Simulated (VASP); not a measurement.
# Se (Cmcm) in VASP: further runs, part 2 of 2

VASP 6.6.1.

## 3. Single point, PBE+U

Contents of INCAR:

```
SYSTEM = Se
PREC     = Accurate       ! precision mode
ENCUT    = 500            ! plane-wave cutoff, eV
EDIFF    = 1E-6           ! SCF threshold, eV
ISMEAR   = 0              ! smearing method
SIGMA    = 0.1            ! smearing width, eV
LREAL    = .False.        ! projectors in reciprocal space
LASPH    = .True.         ! aspherical terms in the spheres
NELM     = 200            ! most SCF steps
ALGO     = Normal         ! electronic algorithm
ISIF     = 2              ! what is computed and relaxed
LWAVE    = .False.        ! write WAVECAR
LCHARG   = .False.        ! write CHGCAR
LDAU     = .True.         ! DFT+U
LDAUTYPE = 2            
LDAUL    = 1              ! shell
LDAUU    = 6.4            ! U, eV
LDAUJ    = 0            
LDAUPRINT= 1            
GGA      = PE             ! functional
NBANDS   = 13             ! bands
GGA_COMPAT= .False.
```

Contents of KPOINTS:

```
regular mesh
0
Gamma
  6 6 4
  0 0 0
```

Contents of POSCAR:

```
Se
1.0
    1.3942694300     -4.0390027650      0.0000000000
    1.3942694300      4.0390027650      0.0000000000
    0.0000000000      0.0000000000      4.6134314000
Se
2
Direct
    0.9356553200      0.0643446800      0.2500000000
    0.0643446800      0.9356553200      0.7500000000
```

Potentials or basis: VASP PAW PBE potentials, release 64 (Se).

On the command line:

```bash
> cat potpaw_PBE.64/Se/POTCAR > POTCAR
> mpirun -np 1 vasp_std > vasp.out
```

OUTCAR:

```text
SYSTEM = Se
   PREC = Accurate
   ENCUT = 500
   EDIFF = 1E-6
   ISMEAR = 0
   LREAL = .False.
   LASPH = .True.
   NELM = 200
   ISIF = 2
   GGA = PE

 ion  position               nearest neighbor table
   1  0.936  0.064  0.250-   2 2.53   2 2.53
   2  0.064  0.936  0.750-   1 2.53   1 2.53

  LATTYP: Found a base centered orthorhombic cell.
 ALAT       =     2.7885388600
 B/A-ratio  =     2.8968595869
 C/A-ratio  =     1.6544260746

  Lattice vectors:

 A1 = (   1.3942694300,  -4.0390027650,   0.0000000000)
 A2 = (   1.3942694300,   4.0390027650,   0.0000000000)
 A3 = (   0.0000000000,   0.0000000000,   4.6134314000)

[... 566 lines left out ...]
     10      12.7533      0.00000
     11      13.8957      0.00000
     12      14.3953      0.00000
     13      16.0341      0.00000

 [... further k-points ...]
[... 5 lines left out ...]
  --------------------------------------------------------------------------------------
  -------------------------------------------------------------------------------------
  Total        2.6592498      0.1263090      1.5208022      0.0000000     -0.0000000      0.0000000
  in kB       81.9964036      3.8946646     46.8930394      0.0000000     -0.0000000      0.0000000
  external PRESSURE =      44.2613692 kB  Pullay stress =       0.0000000 kB

 VOLUME and BASIS-vectors are now :
 -----------------------------------------------------------------------------
  energy-cutoff  :      500.00
  volume of cell :       51.96
      direct lattice vectors                 reciprocal lattice vectors
     1.394269430 -4.039002765  0.000000000     0.358610746 -0.123792933  0.000000000
     1.394269430  4.039002765  0.000000000     0.358610746  0.123792933  0.000000000
     0.000000000  0.000000000  4.613431400     0.000000000  0.000000000  0.216758398

 POSITION                                       TOTAL-FORCE (eV/Angst)
 -----------------------------------------------------------------------------------
      1.39427     -3.51923      1.15336         0.000000     -0.176922     -0.000000
      1.39427      3.51923      3.46007         0.000000      0.176922      0.000000
 -----------------------------------------------------------------------------------
    total drift:                                0.000000     -0.000000      0.000000

  FREE ENERGIE OF THE ION-ELECTRON SYSTEM (eV)
  ---------------------------------------------------
  free  energy   TOTEN  =         1.9357146202 eV

  energy  without entropy=        1.9366594501  energy(sigma->0) =        1.93618704
```

OSZICAR:

```text
N       E                     dE             d eps       ncg     rms          rms(c)
DAV:   1     0.515514074689E+02    0.51551E+02   -0.46620E+03  1014   0.735E+02
DAV:   2     0.458478870033E+01   -0.46967E+02   -0.44540E+02  1387   0.125E+02
DAV:   3     0.206389599471E+01   -0.25209E+01   -0.25056E+01  1294   0.304E+01
DAV:   4     0.204837215471E+01   -0.15524E-01   -0.15522E-01  1184   0.285E+00
DAV:   5     0.204828223965E+01   -0.89915E-04   -0.89915E-04  1317   0.217E-01    0.545E+00
DAV:   6     0.199407437263E+01   -0.54208E-01   -0.44308E-02  1189   0.156E+00    0.329E+00
DAV:   7     0.193955955471E+01   -0.54515E-01   -0.12546E-01  1234   0.263E+00    0.218E-01
DAV:   8     0.193616899114E+01   -0.33906E-02   -0.89915E-03  1134   0.596E-01    0.580E-02
DAV:   9     0.193575680846E+01   -0.41218E-03   -0.81228E-04  1219   0.183E-01    0.366E-02
DAV:  10     0.193571929977E+01   -0.37509E-04   -0.72679E-05  1204   0.554E-02    0.101E-02
DAV:  11     0.193571529533E+01   -0.40044E-05   -0.10316E-05  1189   0.203E-02    0.400E-03
DAV:  12     0.193571462019E+01   -0.67514E-06   -0.42259E-07   612   0.510E-03
   1 F= 0.19357146E+01 E0= 0.19361870E+01  d E =-.944830E-03
```

Run time: 18 s. Hardware: 1 thread of AMD EPYC 9R14 (Zen 4), shared host; peak memory 0.15 GiB.

Results:

| Property | Result |
| --- | --- |
| Free energy | 1.9357 eV |
| Pressure | 4.4 GPa |
| Largest force | 0.177 eV/Å |
| Band gap on the k mesh | zero (bands 6 and 7 overlap by 3.50 eV) |

Forces on the atoms (eV/Å):
```
Se   0.000 -0.177  0.000
Se   0.000  0.177  0.000
```

Levels at points of the mesh, in eV from the Fermi level:
```
           k point  band 2  band 3  band 4  band 5  band 6  band 7  band 8  band 9  band 10  band 11
(0.00, 0.00, 0.00)  -12.52   -6.33   -2.62   -2.42    2.35    2.67    4.82    5.09     6.50     8.46
(0.50, 0.00, 0.00)  -10.31   -6.59   -4.32   -3.46   -1.41   -0.61    3.43    4.60     5.41     7.82
(0.50, 0.50, 0.00)  -12.73   -6.00   -4.54   -2.40    0.79    2.14    4.93    7.93    10.48    10.51
(0.00, 0.00, 0.50)  -14.99   -3.81   -3.81    0.20    0.20    3.42    3.42    4.59     4.59    10.04
(0.50, 0.00, 0.50)  -12.70   -5.33   -5.33   -2.60   -2.60    2.49    2.49    4.94     4.94     8.89
(0.50, 0.50, 0.50)  -14.81   -5.42   -5.42    1.09    1.09    3.30    3.30    7.61     7.61     9.69
```

Caveat: the k points lie up to 0.40 Å⁻¹ apart, too coarse for converged energies and pressures of a metal; U without spin polarisation on a metal has little footing.

## 4. Single point, PBE+U

Contents of INCAR:

```
PREC     = Accurate       # precision mode
ENCUT    = 500            # plane-wave cutoff, eV
EDIFF    = 1E-6           # SCF threshold, eV
ISMEAR   = 0              # smearing method
SIGMA    = 0.1            # smearing width, eV
LREAL    = F              # projectors in reciprocal space
LASPH    = T              # aspherical terms in the spheres
NELM     = 200            # most SCF steps
ALGO     = Normal         # electronic algorithm
ISIF     = 2              # what is computed and relaxed
LWAVE    = F              # write WAVECAR
LCHARG   = F              # write CHGCAR
LDAU     = T              # DFT+U
LDAUTYPE = 2            
LDAUL    = 1              # shell
LDAUU    = 1.8            # U, eV
LDAUJ    = 0            
LDAUPRINT= 1            
GGA      = PE             # functional
NBANDS   = 13             # bands
GGA_COMPAT= F
```

Contents of KPOINTS:

```
Automatic mesh
0
Gamma
  6 6 4
```

POSCAR is that of step 3.

On the command line:

```bash
> cat potpaw_PBE.64/Se/POTCAR > POTCAR
> mpirun -np 1 vasp_std > vasp.out
```

Wall time 18 s (1 thread of AMD EPYC 9R14 (Zen 4), shared host); peak memory 0.15 GiB.

It converged, with:

| Quantity | Value |
| --- | --- |
| Free energy | -4.2099 eV |
| Pressure | 2.3 GPa |
| Largest force | 0.282 eV/Å |
| Band gap on the k mesh | zero (bands 6 and 7 overlap by 3.14 eV) |

Forces on the atoms (eV/Å):
```
Se   0.000 -0.282  0.000
Se   0.000  0.282  0.000
```

Stress tensor (GPa, compression positive):
```
6.22 0.00 0.00
0.00 0.10 0.00
0.00 0.00 0.63
```

Levels at points of the mesh, in eV from the Fermi level:
```csv
k point,band 3,band 4,band 5,band 6,band 7,band 8,band 9,band 10
"(0.00, 0.00, 0.00)",-6.47,-2.38,-2.19,2.13,2.48,4.52,5.41,6.80
"(0.50, 0.00, 0.00)",-6.59,-4.55,-3.55,-1.20,-0.40,3.34,4.88,5.72
"(0.50, 0.50, 0.00)",-6.15,-4.29,-2.16,0.75,1.93,4.62,8.33,10.77
"(0.00, 0.00, 0.50)",-3.73,-3.73,0.26,0.26,3.17,3.17,4.86,4.86
"(0.50, 0.00, 0.50)",-5.36,-5.36,-2.53,-2.53,2.43,2.43,5.24,5.24
"(0.50, 0.50, 0.50)",-5.28,-5.28,1.01,1.01,3.06,3.06,7.93,7.93
```

Caveat: the k points lie up to 0.40 Å⁻¹ apart, too coarse for converged energies and pressures of a metal; U without spin polarisation on a metal has little footing.

## 5. The runs side by side

| U | gap on the mesh (eV) | pressure (GPa) | largest force (eV/Å) |
| --- | --- | --- | --- |
| Se p U = 2.3 eV | none | 2.5 | 0.27 |
| Se p U = 6.4 eV | none | 4.4 | 0.18 |
| Se p U = 1.8 eV | none | 2.3 | 0.28 |

Alike in all rows: task single point; level PBE+U; potentials or basis VASP PAW PBE potentials, release 64 (Se); no spin polarisation; cell as given; k mesh 6 × 6 × 4; cutoff (eV) 500; smearing gaussian 0.1 eV.

Caveats: all runs use coarse meshes; U without spin polarisation on a metal has little footing.

Total energies depend on the potentials used, so only differences within one code and one set of settings carry meaning.
